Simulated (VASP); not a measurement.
Set up this calculation in VASP 6.6.1, as the native input.

| Property | Result |
| --- | --- |
| Task | single point |
| Functional | r2SCAN |
| Potentials or basis | VASP PAW PBE potentials, release 64 (Ge_d) |
| Cutoff | 520 eV |
| k mesh | 8 × 8 × 4 |
| Occupations | fermi-dirac, width 0.1 eV |
| Spin | no spin polarisation |
| Dipole correction | no |
| Further INCAR settings | ALGO = Normal; EDIFF = 1e-07; NBANDS = 36 |

The system is Ge.

```
CELL_PARAMETERS angstrom
3.99759 0.00000 0.00000
-1.99879 3.46201 0.00000
0.00000 0.00000 6.59938
ATOMIC_POSITIONS crystal
Ge 0.66667 0.33333 0.06290
Ge 0.33333 0.66667 0.56290
Ge 0.66667 0.33333 0.43710
Ge 0.33333 0.66667 0.93710
```

This isn't the form of Ge at room conditions, which is diamond.

These files were run (other wordings do the same):

POSCAR

```
Ge
1.0
    3.9975900000      0.0000000000      0.0000000000
   -1.9987900000      3.4620100000      0.0000000000
    0.0000000000      0.0000000000      6.5993800000
Ge
4
Direct
    0.6666666667      0.3333333333      0.0629000000
    0.3333333333      0.6666666667      0.5629000000
    0.6666666667      0.3333333333      0.4371000000
    0.3333333333      0.6666666667      0.9371000000
```

INCAR.step1

```
ALGO = Normal ; EDIFF = 1E-4
ENCUT = 520 ; GGA = PE
ISMEAR = -1 ; LASPH = T
LCHARG = F ; LREAL = F
LWAVE = T ; NBANDS = 36
NELM = 60 ; PREC = Accurate
SIGMA = 0.1
```

INCAR.step2

```
ALGO = Normal ; EDIFF = 1E-7
ENCUT = 520 ; ISIF = 2
ISMEAR = -1 ; ISTART = 1
LASPH = T ; LCHARG = F
LMIXTAU = T ; LREAL = F
LWAVE = F ; METAGGA = R2SCAN
NBANDS = 36 ; NELM = 60
PREC = Accurate ; SIGMA = 0.1
```

KPOINTS

```
k-points
0
Gamma
  8 8 4
```

Potentials or basis: VASP PAW PBE potentials, release 64 (Ge_d).

Run with:

```sh
$ cat potpaw_PBE.64/Ge_d/POTCAR > POTCAR
$ cp INCAR.step1 INCAR
$ mpirun -np 1 vasp_std > vasp.out
$ cp INCAR.step2 INCAR
$ mpirun -np 1 vasp_std > vasp.out
```

It gave:

```
Pressure               : 0.0 GPa
Largest force          : 0.013 eV/Å
Band gap on the k mesh : 0.07 eV
```

Caveat: semilocal functionals underestimate gaps, and a narrow one can read as zero; the PAW data sets were made with another functional, which shifts forces and pressure a little.

Wall time 8.5 min on 1 thread of Intel Xeon 8259CL, with other jobs on the host, peak memory 0.25 GiB.
